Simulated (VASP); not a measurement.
Input of a VASP 6.6.1 run:

File INCAR:

```
PREC = Accurate ; ENCUT = 520
EDIFF = 1E-7 ; ISMEAR = 0
SIGMA = 0.05 ; LREAL = Auto
LASPH = True ; NELM = 100
ALGO = Normal ; ISIF = 2
LWAVE = False ; LCHARG = True
GGA = PE ; LELF = True
LVHAR = True ; NBANDS = 40
```

KPOINTS

```
regular mesh
0
Gamma
  3 4 1
```

POSCAR

```
LiAl16
1.0
    8.1000000000      0.0000000000      0.0000000000
    0.0000000000      5.7275650000      0.0000000000
    0.0000000000      0.0000000000     16.2956740000
Al Li
16 1
Direct
    0.2500000000      0.2499999564      0.0613659797
    0.7500000000      0.2499999564      0.0613659797
    0.2500000000      0.7500000436      0.0613659797
    0.7500000000      0.7500000436      0.0613659797
    0.0059470370      0.0000001746      0.1434456777
    0.4967775309      0.0000001746      0.1436485536
    0.0015448148      0.4999999127      0.1430964439
    0.5009328395      0.4999999127      0.1434517529
    0.2549965432      0.2526398216      0.2401682802
    0.7547466667      0.2415962106      0.2330891622
    0.2549965432      0.7473603530      0.2401682802
    0.7547466667      0.7584037894      0.2330892236
    0.0049786420      0.0000000000      0.3220225810
    0.5071913580      0.0000000000      0.3221259213
   -0.0150922222      0.4999999127      0.3165562222
    0.5269538272      0.4999999127      0.3170569686
    0.2553018519      0.5000004365      0.4060474577
```

Potentials or basis: VASP PAW PBE potentials, release 64 (Al, Li_sv).

The run is started by

```bash
$ cat potpaw_PBE.64/Al/POTCAR potpaw_PBE.64/Li_sv/POTCAR > POTCAR
$ mpirun -np 1 vasp_std > vasp.out
```

(1) What does it give for the largest force?

Results:

(1) 0.055 eV/Å.
